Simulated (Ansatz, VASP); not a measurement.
Be in VASP and in Ansatz

```
Be
1.0
     3.03950    0.00000    0.00000
    -1.51975    2.63229    0.00000
     0.00000    0.00000    1.81461
Be
3
Direct
  0.00000 0.00000 0.00000
  0.33333 0.66667 0.50000
  0.66667 0.33333 0.50000
```

Change from the starting cell: volume scaled by 0.6, LAPW.

Alike in both runs: task single point; functional PBE; k mesh 10 × 10 × 14; occupations fermi-dirac, width 0.08 eV; no spin polarisation.

|  | VASP | Ansatz |
| --- | --- | --- |
| version | VASP 6.6.1 | Ansatz 0.2.0 |
| potentials or method | VASP PAW PBE potentials, release 64 (Be), cutoff 520 eV | all-electron LAPW, scalar-relativistic |

|  | VASP | Ansatz | Ansatz less VASP |
| --- | --- | --- | --- |
| pressure (GPa) | 137.3 | 136.2 | -1.09 |

Both programs put the cell under a high pressure, so it lies far from rest at this level. Ansatz ran all-electron here, and VASP with PAW potentials.

Noted on VASP's run: the cell as given lies far from equilibrium.
